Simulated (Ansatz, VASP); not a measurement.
**MgO in VASP and in Ansatz**

```
Mg O
1.0
     0.00000    2.11236    2.11236
     2.11236    0.00000    2.11236
     2.11236    2.11236    0.00000
Mg O
1 1
Direct
  0.00000 0.00000 0.00000
  0.50000 0.50000 0.50000
```

Alike in both runs: task single point; functional revPBE; dispersion D3(BJ); k mesh 10 × 10 × 10; occupations gaussian, width 0.05 eV; no spin polarisation.

|  | VASP | Ansatz |
| --- | --- | --- |
| version | VASP 6.6.1 | Ansatz 0.2.0 |
| potentials or method | VASP PAW PBE potentials, release 64 (Mg, O), cutoff 520 eV | scalar-relativistic, plane waves, PAW |
| valence electrons in the cell | 8 | 16 |

|  | VASP | Ansatz | Ansatz less VASP |
| --- | --- | --- | --- |
| gap on the k mesh at the Fermi level (eV) | 4.72 | 4.74 | +0.023 |
| least direct gap on the mesh (eV) | 4.72 | 4.74 | +0.023 |
| pressure (GPa) | -3.9 | -3.0 | +0.91 |

VASP's potentials were made for PBE, not for revPBE. VASP's potentials hold 8 valence electrons a cell and Ansatz's 16, so a difference there can come from the potentials and not from the codes.
